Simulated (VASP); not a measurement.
A run of VASP 6.6.1 is set up as follows.

File INCAR:

```
SYSTEM = CaSe
PREC = Accurate
ENCUT = 520
EDIFF = 1E-6
ISMEAR = 0
SIGMA = 0.01
LREAL = .False.
LASPH = .True.
NELM = 80
ALGO = Normal
ISIF = 2
LWAVE = .False.
LCHARG = .False.
GGA = PS
NBANDS = 15
```

KPOINTS

```
regular mesh
0
Gamma
  8 8 8
  0 0 0
```

File POSCAR:

```
CaSe
1.0
    2.8310888211      2.8310888211      0.0000000000
   -2.8310888211      2.8310888211      0.0000000000
    0.0000000000      2.8310888211      2.8310888211
Ca Se
1 1
Direct
    0.0000000000      0.0000000000      0.0000000000
    0.5000000000      0.5000000000      0.0000000000
```

Potentials or basis: VASP PAW PBE potentials, release 64 (Ca_sv, Se).

Run with:

```bash
$ cat potpaw_PBE.64/Ca_sv/POTCAR potpaw_PBE.64/Se/POTCAR > POTCAR
$ mpirun -np 1 vasp_std > vasp.out
```

(1) Estimate the band gap on the k mesh.

(2) Estimate the pressure.

Answers

(1) 1.54 eV (least direct gap 2.61 eV).

(2) 7.3 GPa.

Caveat: the cell stands under pressure; the PAW data sets were made with another functional, which shifts forces and pressure a little.
